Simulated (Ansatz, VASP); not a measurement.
## KCl in VASP and in Ansatz

```
K Cl
1.0
     0.00000    3.26089    3.26089
     3.26089    0.00000    3.26089
     3.26089    3.26089    0.00000
K Cl
1 1
Direct
  0.00000 0.00000 0.00000
  0.50000 0.50000 0.50000
```

Change from the starting cell: hydrostatic strain +3.7%.

Alike in both runs: task single point; functional r2SCAN; k mesh 8 × 8 × 8; no spin polarisation.

```csv
,VASP,Ansatz
version,VASP 6.6.1,Ansatz 0.2.0
potentials or method,"VASP PAW PBE potentials, release 64 (K_sv, Cl)","plane waves, PAW"
plane-wave cutoff (eV),520,500
occupations,"gaussian, width 0.01 eV",fixed
valence electrons in the cell,16,16
```

```tsv
	VASP	Ansatz	Ansatz less VASP
gap on the k mesh at the Fermi level (eV)	5.47	5.47	-0.003
pressure (GPa)	-1.6	-1.6	+0.04
```

VASP's potentials were made for PBE, not for r2SCAN.
